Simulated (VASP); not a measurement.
A run of VASP 6.6.1:

POSCAR

```
SrAg5
1.0
    5.7012905712     -0.0000000029      0.0000000000
   -2.8506452831      4.9374624704      0.0000000000
    0.0000000000      0.0000000000      4.6078806900
Sr Ag
1 5
Direct
    0.0000000000      0.0000000000      0.0000000000
    0.3333333333      0.6666666667      0.0000000000
    0.6666666667      0.3333333333      0.0000000000
    0.5000000000      0.0000000000      0.5000000000
    0.5000000000      0.5000000000      0.5000000000
    0.0000000000      0.5000000000      0.5000000000
```

File INCAR.step1:

```
SYSTEM = SrAg5
ALGO = Normal ; EDIFF = 1E-4
ENCUT = 520 ; GGA = PE
ISMEAR = -1 ; LASPH = .TRUE.
LCHARG = .FALSE. ; LREAL = .FALSE.
LWAVE = .TRUE. ; NBANDS = 42
NELM = 80 ; PREC = Accurate
SIGMA = 0.1
```

INCAR.step2

```
SYSTEM = SrAg5
ALGO = Normal ; EDIFF = 1E-6
ENCUT = 520 ; ISIF = 2
ISMEAR = -1 ; ISTART = 1
LASPH = .TRUE. ; LCHARG = .TRUE.
LELF = .TRUE. ; LMIXTAU = .TRUE.
LREAL = .FALSE. ; LVHAR = .TRUE.
LWAVE = .FALSE. ; METAGGA = R2SCAN
NBANDS = 42 ; NELM = 80
PREC = Accurate ; SIGMA = 0.1
```

KPOINTS

```
k-points
0
G
  7 7 7
  0 0 0
```

Potentials or basis: VASP PAW PBE potentials, release 64 (Sr_sv, Ag).

The run is started by

```console
$ cat potpaw_PBE.64/Sr_sv/POTCAR potpaw_PBE.64/Ag/POTCAR > POTCAR
$ cp INCAR.step1 INCAR
$ mpirun -np 1 vasp_std > vasp.out
$ cp INCAR.step2 INCAR
$ mpirun -np 1 vasp_std > vasp.out
```

Hardware: 1 thread of Intel(R) Xeon(R) 6975P-C (Granite Rapids) (shared host).

**Question.** Estimate the wall time of this run.

**Answer.** Wall time 3.8 min on 1 thread of Intel(R) Xeon(R) 6975P-C (Granite Rapids), with other jobs on the host, peak memory 0.34 GiB. Counts: k points 32.
